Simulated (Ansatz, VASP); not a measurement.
# Two plane-wave programs on MnS

```
Mn S
1.0
     0.00000    2.80000    2.80000
     2.80000    0.00000    2.80000
     2.80000    2.80000    0.00000
Mn S
1 1
Direct
  0.00000 0.00000 0.00000
  0.25000 0.25000 0.25000
```

Alike in both runs: task single point; functional r2SCAN; k mesh 10 × 10 × 10; occupations fermi-dirac, width 0.15 eV; collinear spin.

|  | VASP | Ansatz |
| --- | --- | --- |
| version | VASP 6.6.1 | Ansatz 0.2.0 |
| potentials or method | VASP PAW PBE potentials, release 64 (Mn_pv, S), cutoff 520 eV | plane waves, PAW |
| valence electrons in the cell | 19 | 21 |

```tsv
	VASP	Ansatz	Ansatz less VASP
pressure (GPa)	1.7	1.6	-0.08
net moment per atom (μB)	2.49	2.49	0.000
size of the moment on the site where the two differ most (μB)	4.46	4.30	-0.161
```

VASP's potentials were made for PBE, not for r2SCAN. Site moments also hang on the region over which each program counts them. With one functional, cell and mesh, what is left measures potentials, basis and numerics. VASP's potentials hold 19 valence electrons a cell and Ansatz's 21, so a difference there can come from the potentials and not from the codes. Ansatz's warnings: stability check not made.
